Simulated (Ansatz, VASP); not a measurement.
**Two plane-wave programs on Bi**

```
CELL_PARAMETERS angstrom
-1.85009 2.04247 1.87904
1.85009 -2.04247 1.87904
1.85009 2.04247 -1.87904
ATOMIC_POSITIONS crystal
Bi 0.00000 0.00000 0.00000
```

Change from the starting cell: strain +e along x and -e along y -0.0500, strain +e along z and -e/2 along x and y -0.0233.

Alike in both runs: task single point; functional PBEsol; dispersion D3(BJ); k mesh 16 × 16 × 16; occupations gaussian, width 0.15 eV; no spin polarisation.

|  | VASP | Ansatz |
| --- | --- | --- |
| version | VASP 6.6.1 | Ansatz 0.2.0 |
| potentials or method | VASP PAW PBE potentials, release 64 (Bi_d), cutoff 520 eV | scalar-relativistic, plane waves, PAW |
| valence electrons in the cell | 15 | 15 |

Ansatz gave:

| Property | Result |
| --- | --- |
| gap on the k mesh at the Fermi level (eV) | none |
| pressure (GPa) | 0.5 |
| traceless stress, the component that is largest in VASP (GPa) | -1.30 |

**Question.** Estimate VASP's values.

**Answer.** gap on the k mesh at the Fermi level (eV): none; pressure (GPa): 0.4; traceless stress, the component that is largest in VASP (GPa): -1.30.

VASP's potentials were made for PBE, not for PBEsol. A gap of «none» marks a metal or a gap that the smearing closes.

Neither program's run includes spin-orbit coupling.
